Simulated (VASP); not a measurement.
# C (R-3m) in VASP: notebook

Runs on C. Level: PBEsol. Tasks: single point.

Everything below comes from runs of VASP 6.6.1. Logs are shortened: lines on timing, memory, paths and dates and some standing lists are left out, and cuts for length are marked.

## 1. The cell of the first run

The structure is trigonal, space group R-3m (No. 166). The conventional cell has a = 2.593 Å, b = 2.593 Å, c = 9.010 Å, α = 90.00°, β = 90.00°, γ = 120.00°. C (site symmetry 3m) has 3 C at 1.50 Å within 2.0 Å.

## 2. Single point, PBEsol

The input, INCAR:

```
  PREC = Accurate
  ENCUT = 520
  EDIFF = 1E-7
  ISMEAR = 0
  SIGMA = 0.05
  LREAL = False
  LASPH = True
  NELM = 100
  ALGO = Normal
  ISIF = 2
  LWAVE = False
  LCHARG = False
  GGA = PS
  NBANDS = 11
```

The input, KPOINTS:

```
regular mesh
0
Gamma
  15 15 15
```

The input, POSCAR:

```
C
1.0
    1.2963871249      0.7484694555      3.0033301042
   -1.2963871249      0.7484694555      3.0033301042
    0.0000000000     -1.4969389110      3.0033301042
C
2
Direct
    0.1640000000      0.1640000000      0.1640000000
    0.8360000000      0.8360000000      0.8360000000
```

Potentials or basis: VASP PAW PBE potentials, release 64 (C).

On the command line:

```console
$ cat potpaw_PBE.64/C/POTCAR > POTCAR
$ mpirun -np 1 vasp_std > vasp.out
```

OUTCAR:

```text
PREC = Accurate
   ENCUT = 520
   EDIFF = 1E-7
   ISMEAR = 0
   LREAL = False
   LASPH = True
   NELM = 100
   ISIF = 2
   GGA = PS

 ion  position               nearest neighbor table
   1  0.164  0.164  0.164-   2 1.50   2 1.50   2 1.50
   2  0.836  0.836  0.836-   1 1.50   1 1.50   1 1.50

  LATTYP: Found a trigonal (rhomboedric) cell.
 ALAT       =     3.3557142039
 COS(alpha) =     0.7015102092

  Lattice vectors:

 A1 = (   1.2963871249,   0.7484694555,   3.0033301042)
 A2 = (  -1.2963871249,   0.7484694555,   3.0033301042)
 A3 = (   0.0000000000,  -1.4969389110,   3.0033301042)

Analysis of symmetry for initial positions (statically):
=====================================================================
 Subroutine PRICEL returns:
 Original cell was already a primitive cell.

 Routine SETGRP: Setting up the symmetry group for a
 trigonal (rhombohedral) supercell.

 Subroutine GETGRP returns: Found 12 space group operations
 (whereof 12 operations were pure point group operations)
 out of a pool of 12 trial point group operations.

The static configuration has the point symmetry D_3d.

Analysis of symmetry for dynamics (positions and initial velocities):
=====================================================================
 Subroutine PRICEL returns:
 Original cell was already a primitive cell.

 Routine SETGRP: Setting up the symmetry group for a
 trigonal (rhombohedral) supercell.

 Subroutine GETGRP returns: Found 12 space group operations
 (whereof 12 operations were pure point group operations)
 out of a pool of 12 trial point group operations.

The dynamic configuration has the point symmetry D_3d.

 Subroutine INISYM returns: Found 12 space group operations
 (whereof 12 operations are pure point group operations),
 and found     1 'primitive' translations

----------------------------------------------------------------------------------------

                                     Primitive cell

  volume of cell :      17.4849

  direct lattice vectors                    reciprocal lattice vectors
     1.296387125  0.748469455  3.003330104     0.385687261  0.222676644  0.110987911
    -1.296387125  0.748469455  3.003330104    -0.385687261  0.222676644  0.110987911
     0.000000000 -1.496938911  3.003330104     0.000000000 -0.445353288  0.110987911

  length of vectors
     3.355714204  3.355714204  3.355714204     0.458974801  0.458974801  0.458974801

  position of ions in fractional coordinates (direct lattice)
     0.164000000  0.164000000  0.164000000
     0.836000000  0.836000000  0.836000000

  ion indices of the primitive-cell ions
   primitive index   ion index
                 1           1
                 2           2

----------------------------------------------------------------------------------------

 KPOINTS: regular mesh

Automatic generation of k-mesh.
 Grid dimensions read from file:
 generate k-points for:   15   15   15

 Generating k-lattice:

  Cartesian coordinates                     Fractional coordinates (reciprocal lattice)
     0.025712484  0.014845110  0.007399194     0.066666667  0.000000000  0.000000000
    -0.025712484  0.014845110  0.007399194     0.000000000  0.066666667  0.000000000
     0.000000000 -0.029690219  0.007399194     0.000000000  0.000000000  0.066666667

  Length of vectors
     0.030598320  0.030598320  0.030598320

  Shift w.r.t. Gamma in fractional coordinates (k-lattice)
     0.000000000  0.000000000  0.000000000

 Subroutine IBZKPT returns following result:
 ===========================================

 Found    344 irreducible k-points:

 Following reciprocal coordinates:
            Coordinates               Weight
  0.000000  0.000000  0.000000      1.000000
  0.066667  0.000000  0.000000      6.000000
  0.133333  0.000000  0.000000      6.000000
  0.200000  0.000000  0.000000      6.000000
  0.266667  0.000000  0.000000      6.000000
  0.333333  0.000000  0.000000      6.000000
[... 16 lines left out ...]
  0.133333  0.133333  0.000000      6.000000
  0.200000  0.133333  0.000000     12.000000
 [... further k-points ...]
   k-points           NKPTS =    344   k-points in BZ     NKDIM =    344   number of bands    NBANDS=     11
   number of dos      NEDOS =    301   number of ions     NIONS =      2
   total plane-waves  NPLWV =  21952
   dimension x,y,z NGX =    28 NGY =   28 NGZ =   28
   dimension x,y,z NGXF=    56 NGYF=   56 NGZF=   56
   ions per type =               2
   NGX,Y,Z   is equivalent  to a cutoff of  13.87, 13.87, 13.87 a.u.
   NGXF,Y,Z  is equivalent  to a cutoff of  27.74, 27.74, 27.74 a.u.
 SYSTEM =  unknown system
   PREC   = accura    normal or accurate (medium, high low for compatibility)
   ISTART =      0    job   : 0-new  1-cont  2-samecut
   ICHARG =      2    charge: 1-file 2-atom 10-const
   ISPIN  =      1    spin polarized calculation?
   LNONCOLLINEAR =      F non collinear calculations
   LSORBIT =      F    spin-orbit coupling
[... 37 lines left out ...]
  volume of cell :       17.48
 maximum number of plane-waves:       481
 NGX is ok and might be reduce to    28

 number of electron       8.0000000 magnetization

 Free energy of the ion-electron system (eV)
  ---------------------------------------------------
  ext. energy  EPLUGINS =         0.00000000
  ---------------------------------------------------
  free energy    TOTEN  =       -18.87429665 eV

  energy without entropy =      -18.87429665  energy(sigma->0) =      -18.87429665

 E-fermi :   4.8692     XC(G=0): -10.9676

 val. band max:        4.6754674522   @ k =  -0.2000   0.4000   0.0667
 cond. band min:       5.0658435702   @ k =  -0.2000   0.4000   0.0667
 fundamental gap:      0.3903761181
 Fermi energy:         4.8692059349

 k-point     1 :       0.0000    0.0000    0.0000
  band No.  band energies     occupation
      1     -13.9283      2.00000
      2       0.0144      2.00000
      3       1.7789      2.00000
      4       1.7789      2.00000
      5      10.4489      0.00000
      6      12.1514      0.00000
      7      12.1514      0.00000
      8      14.2837      0.00000
      9      14.3522      0.00000
     10      25.5247      0.00000
     11      29.6505      0.00000

 k-point     2 :       0.0667    0.0000    0.0000
  band No.  band energies     occupation
      1     -13.8273      2.00000
      2       0.0919      2.00000
      3       1.3741      2.00000
      4       1.5923      2.00000
      5      10.5788      0.00000
      6      12.1801      0.00000
      7      12.5347      0.00000
      8      13.9995      0.00000
      9      14.5785      0.00000
     10      25.8264      0.00000
     11      28.5840      0.00000

 k-point     3 :       0.1333    0.0000    0.0000
  band No.  band energies     occupation
      1     -13.5252      2.00000
      2       0.2465      2.00000
      3       0.3838      2.00000
      4       1.1160      2.00000
      5      10.9263      0.00000
      6      12.1132      0.00000
      7      13.2613      0.00000
      8      13.5923      0.00000
      9      15.3096      0.00000
     10      26.2476      0.00000
     11      26.7800      0.00000

 k-point     4 :       0.2000    0.0000    0.0000
  band No.  band energies     occupation
      1     -13.0252      2.00000
      2      -1.1624      2.00000
      3       0.5153      2.00000
      4       0.7250      2.00000
      5      11.0550      0.00000
      6      12.0164      0.00000
      7      12.5225      0.00000
      8      15.1296      0.00000
      9      16.4314      0.00000
     10      24.4459      0.00000
     11      25.6384      0.00000
[... 239 lines left out ...]
 k-point    22 :      -0.0667    0.0667    0.0000
  band No.  band energies     occupation
      1     -13.6349      2.00000
      2       0.3089      2.00000
      3       0.7027      2.00000
      4       1.2067      2.00000
      5      10.7196      0.00000
      6      12.2991      0.00000
      7      13.0122      0.00000
      8      13.4966      0.00000
      9      15.1352      0.00000
     10      26.3438      0.00000
     11      26.3948      0.00000

 k-point    23 :       0.1333    0.1333    0.0000
  band No.  band energies     occupation
      1     -13.4896      2.00000
      2       0.0597      2.00000
      3       0.3586      2.00000
      4       1.0710      2.00000
      5      11.2851      0.00000
      6      12.0565      0.00000
      7      13.2398      0.00000
      8      13.6102      0.00000
      9      15.3536      0.00000
     10      25.6447      0.00000
     11      26.6772      0.00000

 k-point    24 :       0.2000    0.1333    0.0000
  band No.  band energies     occupation
      1     -13.1726      2.00000
      2      -0.4608      2.00000
      3       0.2062      2.00000
      4       0.5421      2.00000
      5      11.4885      0.00000
      6      12.3867      0.00000
      7      12.7569      0.00000
      8      13.9495      0.00000
      9      16.3431      0.00000
     10      24.2256      0.00000
     11      27.2242      0.00000

 [... further k-points ...]

------------------------ aborting loop because EDIFF is reached ----------------------------------------

  FORCE on cell =-STRESS in cart. coord.  units (eV):
  Direction    XX          YY          ZZ          XY          YZ          ZX
  --------------------------------------------------------------------------------------
  -------------------------------------------------------------------------------------
  Total       -6.3902395     -6.3902395      0.7523095      0.0000000     -0.0000000     -0.0000000
  in kB     -585.5508387   -585.5508386     68.9356716      0.0000000     -0.0000000     -0.0000000
  external PRESSURE =    -367.3886686 kB  Pullay stress =       0.0000000 kB

 VOLUME and BASIS-vectors are now :
 -----------------------------------------------------------------------------
  energy-cutoff  :      520.00
  volume of cell :       17.48
      direct lattice vectors                 reciprocal lattice vectors
     1.296387125  0.748469455  3.003330104     0.385687261  0.222676644  0.110987911
    -1.296387125  0.748469455  3.003330104    -0.385687261  0.222676644  0.110987911
     0.000000000 -1.496938911  3.003330104     0.000000000 -0.445353288  0.110987911

 POSITION                                       TOTAL-FORCE (eV/Angst)
 -----------------------------------------------------------------------------------
      0.00000      0.00000      1.47764         0.000000      0.000000      0.653586
      0.00000      0.00000      7.53235         0.000000     -0.000000     -0.653586
 -----------------------------------------------------------------------------------
    total drift:                                0.000000     -0.000000      0.000000

  FREE ENERGIE OF THE ION-ELECTRON SYSTEM (eV)
  ---------------------------------------------------
  free  energy   TOTEN  =       -18.8742966525 eV

  energy  without entropy=      -18.8742966525  energy(sigma->0) =      -18.87429665
```

Wall time 2.4 min (1 thread of Intel Xeon 8259CL, shared host); peak memory 0.18 GiB.

What came out:

| Item | Value |
| --- | --- |
| Free energy | -18.8743 eV |
| Pressure | -36.7 GPa |
| Largest force | 0.654 eV/Å |
| Band gap on the k mesh | 0.39 eV, direct |

Forces on the atoms (eV/Å):
```
C    0.000  0.000  0.654
C    0.000  0.000 -0.654
```

Stress tensor (GPa, compression positive):
```
-58.56   0.00   0.00
  0.00 -58.56   0.00
  0.00   0.00   6.89
```

Caveat: the PAW data sets were made with another functional, which shifts forces and pressure a little. A k mesh can miss the band edges.

## 3. Single point, PBEsol

This run uses another cell than the first one, of the same volume but with other edges.

The input, INCAR:

```
PREC = Accurate
ENCUT = 520
EDIFF = 1E-7
ISMEAR = 0
SIGMA = 0.05
LREAL = False
LASPH = True
NELM = 100
ALGO = Normal
ISIF = 2
LWAVE = False
LCHARG = False
GGA = PS
NBANDS = 11
```

The input, KPOINTS:

```
Automatic mesh
0
Gamma
  15 15 15
```

The input, POSCAR:

```
C
1.0
    1.2626367005      0.7289836389      3.1660346996
   -1.2626367005      0.7289836389      3.1660346996
    0.0000000000     -1.4579672778      3.1660346996
C
2
Direct
    0.1640000000      0.1640000000      0.1640000000
    0.8360000000      0.8360000000      0.8360000000
```

Potentials or basis: VASP PAW PBE potentials, release 64 (C).

On the command line:

```console
$ cat potpaw_PBE.64/C/POTCAR > POTCAR
$ mpirun -np 1 vasp_std > vasp.out
```

Run time: 2.4 min. Hardware: 1 thread of Intel Xeon 8259CL, shared host; peak memory 0.19 GiB.

The run converged. Its results:

| Property | Result |
| --- | --- |
| Free energy | -19.1620 eV |
| Pressure | -19.6 GPa |
| Largest force | 0.781 eV/Å |
| Band gap on the k mesh | 0.83 eV, indirect (least direct gap 0.89 eV) |

Forces in eV/Å, atoms in the order of the input:
```
C    0.000  0.000  0.781
C    0.000  0.000 -0.781
```

Stress tensor (GPa, compression positive):
```
-30.95   0.00   0.00
  0.00 -30.95   0.00
  0.00   0.00   3.20
```

Levels at points of the mesh, in eV from the valence-band top:
```tsv
k point	band 1	band 2	band 3	band 4	band 5	band 6	band 7	band 8
(0.00, 0.00, 0.00)	-18.81	-5.34	-2.63	-2.63	5.11	8.22	8.22	10.83
```

Caveat: the PAW data sets were made with another functional, which shifts forces and pressure a little. A k mesh can miss the band edges.

## 4. Single point, PBEsol

This run uses another cell than the first one, of the same volume but with other edges.

The input, INCAR:

```
ALGO = Normal
EDIFF = 1E-6
ENCUT = 520
GGA = PS
ISIF = 2
ISMEAR = 0
LASPH = T
LCHARG = T
LELF = T
LREAL = F
LVHAR = T
LWAVE = F
NBANDS = 11
NELM = 60
PREC = Accurate
SIGMA = 0.05
```

The input, KPOINTS:

```
k-points
0
Gamma
  15 15 15
```

The input, POSCAR:

```
C
1.0
    1.1896251106      0.6868303778      3.5665822369
   -1.1896251106      0.6868303778      3.5665822369
    0.0000000000     -1.3736607556      3.5665822369
C
2
Direct
    0.1640000000      0.1640000000      0.1640000000
    0.8360000000      0.8360000000      0.8360000000
```

On the command line:

```console
$ cat potpaw_PBE.64/C/POTCAR > POTCAR
$ mpirun -np 1 vasp_std > vasp.out
```

Run time: 2.4 min. Hardware: 1 thread of Intel Xeon 8259CL, shared host; peak memory 0.18 GiB.

It converged, with:

```yaml
Free_energy: -19.0976 eV
Pressure: 30.4 GPa
Largest_force: 0.907 eV/Å
Band_gap_on_the_k_mesh: 0.51 eV, direct
```

Forces in eV/Å, atoms in the order of the input:
```
C    0.000  0.000  0.907
C    0.000  0.000 -0.907
```

Stress tensor (GPa, compression positive):
```
45.90  0.00  0.00
 0.00 45.90  0.00
 0.00  0.00 -0.66
```

Levels at points of the mesh, in eV from the valence-band top:
| k point | band 1 | band 2 | band 3 | band 4 | band 5 | band 6 | band 7 | band 8 |
| --- | --- | --- | --- | --- | --- | --- | --- | --- |
| (0.00, 0.00, 0.00) | -20.17 | -7.39 | -2.63 | -2.63 | 3.42 | 9.30 | 9.30 | 13.03 |

Caveat: the PAW data sets were made with another functional, which shifts forces and pressure a little.

## 5. Single point, PBEsol

This run uses another cell than the first one, of the same volume but with other edges.

The input, INCAR:

```
ALGO = Normal ; EDIFF = 1E-7
ENCUT = 520 ; GGA = PS
ISIF = 2 ; ISMEAR = 0
LASPH = T ; LCHARG = F
LREAL = F ; LWAVE = F
NBANDS = 11 ; NELM = 60
PREC = Accurate ; SIGMA = 0.05
```

KPOINTS is that of step 4.

The input, POSCAR:

```
C
1.0
    1.2448507159      0.7187148959      3.2571513611
   -1.2448507159      0.7187148959      3.2571513611
    0.0000000000     -1.4374297918      3.2571513611
C
2
Direct
    0.1640000000      0.1640000000      0.1640000000
    0.8360000000      0.8360000000      0.8360000000
```

On the command line:

```console
$ cat potpaw_PBE.64/C/POTCAR > POTCAR
$ mpirun -np 1 vasp_std > vasp.out
```

Wall time 2.5 min (1 thread of Intel Xeon 8259CL, shared host); peak memory 0.19 GiB.

The run converged. Its results:

```
Free energy            : -19.2402 eV
Pressure               : -9.1 GPa
Largest force          : 0.828 eV/Å
Band gap on the k mesh : 0.90 eV, indirect (the least direct gap lies 3.1 meV higher)
```

Forces in eV/Å, atoms in the order of the input:
```
C    0.000  0.000  0.828
C    0.000  0.000 -0.828
```

Stress tensor (GPa, compression positive):
```
-14.48   0.00   0.00
  0.00 -14.48   0.00
  0.00   0.00   1.77
```

Levels at points of the mesh, in eV from the valence-band top:
| k point | band 2 | band 3 | band 4 | band 5 | band 6 | band 7 |
| --- | --- | --- | --- | --- | --- | --- |
| (0.00, 0.00, 0.00) | -5.70 | -2.49 | -2.49 | 4.80 | 8.61 | 8.61 |

Caveat: the PAW data sets were made with another functional, which shifts forces and pressure a little. A k mesh can miss the band edges.

## 6. Single point, PBEsol

This run uses another cell than the first one, of the same volume but with other edges.

The input, INCAR:

```
ALGO = Normal ; EDIFF = 1E-6
ENCUT = 520 ; GGA = PS
ISIF = 2 ; ISMEAR = 0
LASPH = True ; LCHARG = False
LREAL = False ; LWAVE = False
NBANDS = 11 ; NELM = 60
PREC = Accurate ; SIGMA = 0.05
```

KPOINTS is that of step 5.

The input, POSCAR:

```
C
1.0
    1.1251918219      0.6496298013      3.9867532204
   -1.1251918219      0.6496298013      3.9867532204
    0.0000000000     -1.2992596025      3.9867532204
C
2
Direct
    0.1640000000      0.1640000000      0.1640000000
    0.8360000000      0.8360000000      0.8360000000
```

Potentials or basis: VASP PAW PBE potentials, release 64 (C).

On the command line:

```console
$ cat potpaw_PBE.64/C/POTCAR > POTCAR
$ mpirun -np 1 vasp_std > vasp.out
```

It took 2.2 min on 1 thread of Intel Xeon 8259CL, shared host; peak memory 0.2 GiB.

Results (log left out):

```
Free energy            : -17.9939 eV
Pressure               : 91.1 GPa
Largest force          : 0.840 eV/Å
Band gap on the k mesh : 0.21 eV, direct
```

Forces on the atoms (eV/Å):
```
C    0.000  0.000  0.840
C    0.000  0.000 -0.840
```

Stress tensor (GPa, compression positive):
```
137.16   0.00   0.00
  0.00 137.16   0.00
  0.00   0.00  -1.01
```

Levels at points of the mesh, in eV from the valence-band top:
```tsv
k point	band 1	band 2	band 3	band 4	band 5	band 6	band 7	band 8	band 9
(0.00, 0.00, 0.00)	-21.68	-9.23	-2.61	-2.61	2.21	10.39	10.39	15.17	18.45
```

Caveat: the PAW data sets were made with another functional, which shifts forces and pressure a little. A k mesh can miss the band edges.

## 7. Overview

| cell | gap on the mesh (eV) | pressure (GPa) | largest force (eV/Å) |
| --- | --- | --- | --- |
| a = 3.356 Å, angles 45.5°, 2 atoms | 0.39 | -36.7 | 0.65 |
| a = 3.486 Å, angles 42.5°, 2 atoms | 0.83 | -19.6 | 0.78 |
| a = 3.822 Å, angles 36.3°, 2 atoms | 0.51 | 30.4 | 0.91 |
| a = 3.560 Å, angles 40.9°, 2 atoms | 0.90 | -9.1 | 0.83 |
| a = 4.193 Å, angles 31.1°, 2 atoms | 0.21 | 91.1 | 0.84 |

Alike in all rows: task single point; level PBEsol; potentials or basis VASP PAW PBE potentials, release 64 (C); no spin polarisation; k mesh 15 × 15 × 15; cutoff (eV) 520; smearing gaussian 0.05 eV.

Caveats: the PAW data sets were made with another functional, which shifts forces and pressure a little.

Total energies depend on the potentials used, so only differences within one code and one set of settings carry meaning.
